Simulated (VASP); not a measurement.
The system is Hf4Ta.

```
CELL_PARAMETERS angstrom
-3.10599 3.10599 3.10599
3.10599 -3.10599 3.10599
3.10599 3.10599 -3.10599
ATOMIC_POSITIONS crystal
Hf 0.34960 0.34960 0.34960
Hf 0.65040 0.00000 0.00000
Hf 0.00000 0.00000 0.65040
Hf 0.00000 0.65040 0.00000
Ta 0.00000 0.00000 0.00000
```

The cell was built from a structure type or drawn by symmetry, and may not be a known phase.

| Quantity | Value |
| --- | --- |
| Program | VASP 6.6.1 |
| Task | relaxation of cell and atoms |
| Functional | PBE |
| Potentials or basis | VASP PAW PBE potentials, release 64 (Hf_pv, Ta_pv) |
| Cutoff | 600 eV |
| k mesh | 4 × 4 × 4 |
| Occupations | gaussian, width 0.1 eV |
| Spin | no spin polarisation |

At the start: pressure 72.3 GPa; volume 23.97 Å³/atom.

Where does the relaxation end?

Over 17 steps the energy falls by 4544.0 meV/atom and the volume is 25.94 Å³/atom (+8.2 %); space group I-43m (No. 217, to 0.1 Å) before, Im-3m (No. 229, to 0.1 Å).

The path:
```csv
step,energy change (eV),largest force (eV/Å),pressure (GPa),volume (Å³)
1,0.0000,23.8469,72.27,119.86
2,-1.3919,0.9928,-7.26,422.25
3,-3.4378,0.6241,-9.21,374.04
4,-6.1973,0.2561,-11.56,327.65
5,-16.9050,0.4491,-15.77,206.66
6,-19.8973,2.1163,-9.04,159.34
7,-19.9093,2.5934,-6.84,152.92
8,-19.9231,2.4453,-7.51,154.72
9,-21.6713,2.2682,-0.76,131.76
10,-21.9433,1.6391,8.02,119.07
11,-22.6021,0.1105,5.15,122.48
12,-22.6315,0.1615,4.19,123.66
13,-22.6701,0.0136,-2.98,134.96
14,-22.7173,0.0809,-0.16,130.01
15,-22.7173,0.0826,-0.09,129.88
16,-22.7185,0.0607,-0.04,129.83
17,-22.7199,0.0033,0.06,129.69
```

Final structure:
```
Hf Ta
1.0
    -3.18873    3.18873    3.18873
     3.18873   -3.18873    3.18873
     3.18873    3.18873   -3.18873
Hf Ta
4 1
Direct
  0.50011 0.50011 0.50011
  0.49989 0.00000 0.00000
  0.00000 0.00000 0.49989
  0.00000 0.49989 0.00000
  0.00000 0.00000 0.00000
```
